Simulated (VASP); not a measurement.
Runs of VASP 6.6.1 on BN. The structure is that of space group P6_3/mmc (No. 194), or close to it. The cells are those of the table. 

| task | cell | cutoff (eV) | gap on the mesh (eV) | pressure (GPa) |
| --- | --- | --- | --- | --- |
| relaxation of cell and atoms | relaxed to 1 GPa from a = 2.489, b = 2.489, c = 6.494 Å, angles 90.0, 90.0, 120.0°, 4 atoms | 600 | (b) | 1.0 |
| relaxation of cell and atoms | relaxed to 7 GPa from a = 2.489, b = 2.489, c = 6.494 Å, angles 90.0, 90.0, 120.0°, 4 atoms | 600 | 3.96 | 7.0 |
| single point | a = 2.485, b = 2.485, c = 6.172 Å, angles 90.0, 90.0, 120.0°, 4 atoms | 520 | (a) | 2.5 |
| single point | a = 2.487, b = 2.487, c = 6.306 Å, angles 90.0, 90.0, 120.0°, 4 atoms | 520 | 3.96 | 1.5 |
| relaxation of cell and atoms | relaxed to 15 GPa from a = 2.489, b = 2.489, c = 6.494 Å, angles 90.0, 90.0, 120.0°, 4 atoms | 600 | 3.76 | 15.0 |

Alike in all rows: level LDA; potentials or basis VASP PAW LDA potentials, release 64 (B, N); no spin polarisation; k mesh 10 × 10 × 4; smearing gaussian 0.01 eV.

Question: Fill in the values left out.

Answer: (a) 3.94; (b) 3.95.

Caveats: the cell is relaxed towards a set pressure, so the run minimises the enthalpy, not the energy (at least some runs).

A k mesh can miss the band edges.
